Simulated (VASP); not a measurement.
# BeSe (F-43m) in VASP: single point with PBE

Aim: the single point of BeSe with PBE.

All numbers are computed with VASP 6.6.1; they aren't measurements. Logs are shortened: lines on timing, memory, paths and dates and some standing lists are left out, and cuts for length are marked.

## 1. The cell of the first run

The structure is cubic, space group F-43m (No. 216). The conventional cell has a = 5.070 Å, b = 5.070 Å, c = 5.070 Å, α = 90.00°, β = 90.00°, γ = 90.00°. Within 2.9 Å of Be (site symmetry -43m) lie 4 Se at 2.20 Å. Se (site symmetry -43m) has 4 Be at 2.20 Å within 2.9 Å.

## 2. Single point, PBE

Input file INCAR:

```
PREC = Accurate ; ENCUT = 600
EDIFF = 1E-6 ; ISMEAR = 1
SIGMA = 0.01 ; LREAL = False
LASPH = True ; NELM = 120
ALGO = Normal ; ISIF = 2
LWAVE = False ; LCHARG = False
GGA = PE ; NBANDS = 11
GGA_COMPAT = False
```

Input file KPOINTS:

```
regular mesh
0
Gamma
  6 6 6
```

Input file POSCAR:

```
BeSe
1.0
    0.0000000000      2.5350000000      2.5350000000
    2.5350000000      0.0000000000      2.5350000000
    2.5350000000      2.5350000000      0.0000000000
Be Se
1 1
Direct
    0.0000000000      0.0000000000      0.0000000000
    0.2500000000      0.2500000000      0.2500000000
```

Potentials or basis: VASP PAW PBE potentials, release 64 (Be, Se).

Command:

```sh
cat potpaw_PBE.64/Be/POTCAR potpaw_PBE.64/Se/POTCAR > POTCAR
mpirun -np 1 vasp_std > vasp.out
```

OUTCAR:

```text
PREC = Accurate
   ENCUT = 600
   EDIFF = 1E-6
   ISMEAR = 1
   LREAL = False
   LASPH = True
   NELM = 120
   ISIF = 2
   GGA = PE

 ion  position               nearest neighbor table
   1  0.000  0.000  0.000-   2 2.20   2 2.20   2 2.20   2 2.20
   2  0.250  0.250  0.250-   1 2.20   1 2.20   1 2.20   1 2.20

  LATTYP: Found a face centered cubic cell.
 ALAT       =     5.0700000000

  Lattice vectors:

 A1 = (   0.0000000000,   2.5350000000,   2.5350000000)
 A2 = (   2.5350000000,   0.0000000000,   2.5350000000)
 A3 = (   2.5350000000,   2.5350000000,   0.0000000000)

Analysis of symmetry for initial positions (statically):
=====================================================================
 Subroutine PRICEL returns:
 Original cell was already a primitive cell.

 Routine SETGRP: Setting up the symmetry group for a
 face centered cubic supercell.

 Subroutine GETGRP returns: Found 24 space group operations
 (whereof 24 operations were pure point group operations)
 out of a pool of 48 trial point group operations.

The static configuration has the point symmetry T_d .

Analysis of symmetry for dynamics (positions and initial velocities):
=====================================================================
 Subroutine PRICEL returns:
 Original cell was already a primitive cell.

 Routine SETGRP: Setting up the symmetry group for a
 face centered cubic supercell.

 Subroutine GETGRP returns: Found 24 space group operations
 (whereof 24 operations were pure point group operations)
 out of a pool of 48 trial point group operations.

The dynamic configuration has the point symmetry T_d .

 Subroutine INISYM returns: Found 24 space group operations
 (whereof 24 operations are pure point group operations),
 and found     1 'primitive' translations

----------------------------------------------------------------------------------------

                                     Primitive cell

  volume of cell :      32.5810

  direct lattice vectors                    reciprocal lattice vectors
     0.000000000  2.535000000  2.535000000    -0.197238659  0.197238659  0.197238659
     2.535000000  0.000000000  2.535000000     0.197238659 -0.197238659  0.197238659
     2.535000000  2.535000000  0.000000000     0.197238659  0.197238659 -0.197238659

  length of vectors
     3.585031381  3.585031381  3.585031381     0.341627378  0.341627378  0.341627378

  position of ions in fractional coordinates (direct lattice)
     0.000000000  0.000000000  0.000000000
     0.250000000  0.250000000  0.250000000

  ion indices of the primitive-cell ions
   primitive index   ion index
                 1           1
                 2           2

----------------------------------------------------------------------------------------

 KPOINTS: regular mesh

Automatic generation of k-mesh.
 Grid dimensions read from file:
 generate k-points for:    6    6    6

 Generating k-lattice:

  Cartesian coordinates                     Fractional coordinates (reciprocal lattice)
    -0.032873110  0.032873110  0.032873110     0.166666667  0.000000000  0.000000000
     0.032873110 -0.032873110  0.032873110     0.000000000  0.166666667  0.000000000
     0.032873110  0.032873110 -0.032873110     0.000000000  0.000000000  0.166666667

  Length of vectors
     0.056937896  0.056937896  0.056937896

  Shift w.r.t. Gamma in fractional coordinates (k-lattice)
     0.000000000  0.000000000  0.000000000

 Subroutine IBZKPT returns following result:
 ===========================================

 Found     16 irreducible k-points:

 Following reciprocal coordinates:
            Coordinates               Weight
  0.000000  0.000000  0.000000      1.000000
  0.166667  0.000000  0.000000      8.000000
  0.333333  0.000000  0.000000      8.000000
  0.500000  0.000000  0.000000      4.000000
  0.166667  0.166667  0.000000      6.000000
  0.333333  0.166667  0.000000     24.000000
[... 8 lines left out ...]
 -0.333333  0.333333  0.166667     24.000000
 -0.333333  0.500000  0.166667     12.000000
   k-points           NKPTS =     16   k-points in BZ     NKDIM =     16   number of bands    NBANDS=     11
   number of dos      NEDOS =    301   number of ions     NIONS =      2
   total plane-waves  NPLWV =  27000
   dimension x,y,z NGX =    30 NGY =   30 NGZ =   30
   dimension x,y,z NGXF=    60 NGYF=   60 NGZF=   60
   ions per type =               1   1
   NGX,Y,Z   is equivalent  to a cutoff of  13.91, 13.91, 13.91 a.u.
   NGXF,Y,Z  is equivalent  to a cutoff of  27.82, 27.82, 27.82 a.u.
 SYSTEM =  unknown system
   PREC   = accura    normal or accurate (medium, high low for compatibility)
   ISTART =      0    job   : 0-new  1-cont  2-samecut
   ICHARG =      2    charge: 1-file 2-atom 10-const
   ISPIN  =      1    spin polarized calculation?
   LNONCOLLINEAR =      F non collinear calculations
   LSORBIT =      F    spin-orbit coupling
   LASPH  =      T    aspherical Exc in radial PAW
   ENCUT  =  600.0 eV  44.10 Ry    6.64 a.u.   7.16  7.16  7.16*2*pi/ulx,y,z
   NELM   =    120;   NELMIN=  2; NELMDL= -5     # of ELM steps
   EDIFF  = 0.1E-05   stopping-criterion for ELM
   LREAL  =      F    real-space projection
   EDIFFG = 0.1E-04   stopping-criterion for IOM
   NSW    =      0    number of steps for IOM
   IBRION =     -1    ionic relax: 0-MD 1-quasi-New 2-CG
   NFREE  =      0    steps in history (QN), initial steepest desc. (CG)
   ISIF   =      2    stress and relaxation
   ISYM   =      2    0-nonsym 1-usesym 2-fastsym
   POTIM  = 0.5000    time-step for ionic-motion
   TEBEG  =    0.0;   TEEND  =   0.0 temperature during run
   PSTRESS=    0.0 pullay stress
   NELECT =       8.0000    total number of electrons
   NUPDOWN=      -1.0000    fix difference up-down
   EMIN   =  10.00;   EMAX   =-10.00  energy-range for DOS
   EFERMI =   0.00;   METHOD = LEGACY
   ISMEAR =     1;   SIGMA  =   0.01  broadening in eV -4-tet -1-fermi 0-gaus
   EFERMI_NEDOS =   21; number of points for ismear=-14 and -15
   IALGO  =     38    algorithm
   IMIX   =      4    mixing-type and parameters
     AMIX     =   0.40;   BMIX     =  1.00
     AMIX_MAG =   1.60;   BMIX_MAG =  1.00
  volume/ion in A,a.u.               =      16.29       109.93
  Fermi-wavevector in a.u.,A,eV,Ry     =   1.025141  1.937235 14.298549  1.050914
  Thomas-Fermi vector in A             =   2.158965
   LORBIT       =      0    0 simple, 1 ext, 2 COOP (PROOUT), +10 PAW based schemes
   GGA     = PE    functional components
   LHFCALC =     F    Hartree Fock is set to
   AEXX    =    0.0000 exact exchange contribution
   IVDW    =     0    specifies the selected vdW correction
   LEPSILON=     F    determine dielectric tensor
   LRPA    =     F    only Hartree local field effects (RPA)
 non-spin polarized calculation
 Methfessel and Paxton  Order N= 1 SIGMA  =   0.01
  energy-cutoff  :      600.00
  volume of cell :       32.58
 maximum number of plane-waves:      1106
 NGX is ok and might be reduce to    30
   NGX = 15   NGY = 15   NGZ = 15

 number of electron       7.9999999 magnetization

 Free energy of the ion-electron system (eV)
  ---------------------------------------------------
  ext. energy  EPLUGINS =         0.00000000
  ---------------------------------------------------
  free energy    TOTEN  =        -8.81837515 eV

  energy without entropy =       -8.81838320  energy(sigma->0) =       -8.81837783

 E-fermi :   3.7930     XC(G=0):  -9.6076

 val. band max:        3.7845648228   @ k =   0.0000   0.0000   0.0000
 cond. band min:       6.3055841126   @ k =   0.5000   0.5000   0.0000
 fundamental gap:      2.5210192898
 Fermi energy:         3.7929835911

 k-point     1 :       0.0000    0.0000    0.0000
  band No.  band energies     occupation
      1     -10.3058      2.00000
      2       3.7846      2.00000
      3       3.7846      2.00000
      4       3.7846      2.00000
      5       8.4785      0.00000
      6       8.7817      0.00000
      7       8.7817      0.00000
      8       8.7817      0.00000
      9      16.0466      0.00000
     10      16.4239      0.00000
     11      16.4239      0.00000

 k-point     2 :       0.1667    0.0000    0.0000
  band No.  band energies     occupation
      1     -10.0191      2.00000
      2       1.6828      2.00000
      3       3.4150      2.00000
      4       3.4150      2.00000
      5       8.4737      0.00000
      6       9.3680      0.00000
      7       9.3680      0.00000
      8      10.9307      0.00000
      9      15.1773      0.00000
     10      15.1773      0.00000
     11      16.1545      0.00000

 k-point     3 :       0.3333    0.0000    0.0000
  band No.  band energies     occupation
      1      -9.3131      2.00000
      2      -1.0234      2.00000
      3       2.8623      2.00000
      4       2.8623      2.00000
      5       8.3354      0.00000
      6       9.8277      0.00000
      7       9.8277      0.00000
      8      13.4735      0.00000
      9      15.8618      0.00000
     10      15.8618      0.00000
     11      16.1504      0.00000

 k-point     4 :       0.5000    0.0000    0.0000
  band No.  band energies     occupation
      1      -8.8473      2.00000
      2      -2.2122      2.00000
      3       2.6408      2.00000
      4       2.6408      2.00000
      5       8.2705      0.00000
      6       9.7534      0.00000
      7       9.7534      0.00000
      8      13.9031      0.00000
      9      17.6346      0.00000
     10      18.3292      0.00000
     11      18.3292      0.00000
[... 127 lines left out ...]
 k-point    14 :       0.5000    0.3333    0.1667
  band No.  band energies     occupation
      1      -8.7938      2.00000
      2      -0.8710      2.00000
      3       0.5804      2.00000
      4       1.7115      2.00000
      5       8.9036      0.00000
      6      10.2218      0.00000
      7      10.7610      0.00000
      8      13.4638      0.00000
      9      16.1144      0.00000
     10      17.0201      0.00000
     11      19.7053      0.00000

 k-point    15 :      -0.3333    0.3333    0.1667
  band No.  band energies     occupation
      1      -8.4563      2.00000
      2      -1.3209      2.00000
      3       0.1026      2.00000
      4       1.2277      2.00000
      5       9.4785      0.00000
      6       9.9877      0.00000
      7      12.7226      0.00000
      8      13.0130      0.00000
      9      14.4782      0.00000
     10      18.7454      0.00000
     11      19.2073      0.00000

 k-point    16 :      -0.3333    0.5000    0.1667
  band No.  band energies     occupation
      1      -8.3155      2.00000
      2      -1.1146      2.00000
      3       0.1608      2.00000
      4       0.4248      2.00000
      5       8.3840      0.00000
      6       9.7467      0.00000
      7      12.9112      0.00000
      8      13.6449      0.00000
      9      17.6708      0.00000
     10      17.7261      0.00000
     11      20.1133      0.00000

------------------------ aborting loop because EDIFF is reached ----------------------------------------

  FORCE on cell =-STRESS in cart. coord.  units (eV):
  Direction    XX          YY          ZZ          XY          YZ          ZX
  --------------------------------------------------------------------------------------
  -------------------------------------------------------------------------------------
  Total        1.1474925      1.1474925      1.1474925      0.0000000      0.0000000      0.0000000
  in kB       56.4282479     56.4282479     56.4282479      0.0000000      0.0000000      0.0000000
  external PRESSURE =      56.4282479 kB  Pullay stress =       0.0000000 kB

 VOLUME and BASIS-vectors are now :
 -----------------------------------------------------------------------------
  energy-cutoff  :      600.00
  volume of cell :       32.58
      direct lattice vectors                 reciprocal lattice vectors
     0.000000000  2.535000000  2.535000000    -0.197238659  0.197238659  0.197238659
     2.535000000  0.000000000  2.535000000     0.197238659 -0.197238659  0.197238659
     2.535000000  2.535000000  0.000000000     0.197238659  0.197238659 -0.197238659

 POSITION                                       TOTAL-FORCE (eV/Angst)
 -----------------------------------------------------------------------------------
      0.00000      0.00000      0.00000        -0.000000     -0.000000     -0.000000
      1.26750      1.26750      1.26750         0.000000      0.000000      0.000000
 -----------------------------------------------------------------------------------
    total drift:                                0.000000      0.000000      0.000000

  FREE ENERGIE OF THE ION-ELECTRON SYSTEM (eV)
  ---------------------------------------------------
  free  energy   TOTEN  =        -8.8183751494 eV

  energy  without entropy=       -8.8183832021  energy(sigma->0) =       -8.81837783
```

Wall time 4.7 s (1 thread of Intel Xeon 6975P-C (Granite Rapids), shared host); peak memory 0.16 GiB.

Results:

```yaml
Free_energy: -8.8184 eV
Pressure: 5.6 GPa
Band_gap_on_the_k_mesh: 2.52 eV (least direct gap 4.69 eV)
```

Levels at points of the mesh, in eV from the valence-band top:
| k point | band 2 | band 3 | band 4 | band 5 | band 6 | band 7 |
| --- | --- | --- | --- | --- | --- | --- |
| (0.00, 0.00, 0.00) | 0.00 | 0.00 | 0.00 | 4.69 | 5.00 | 5.00 |
| (0.50, 0.00, 0.00) | -6.00 | -1.14 | -1.14 | 4.49 | 5.97 | 5.97 |
| (0.50, 0.50, 0.00) | -5.31 | -2.82 | -2.82 | 2.52 | 4.17 | 12.06 |

Caveat: the cell stands under pressure. Expect the measured gap to be larger: semilocal functionals such as PBE lack the derivative discontinuity.
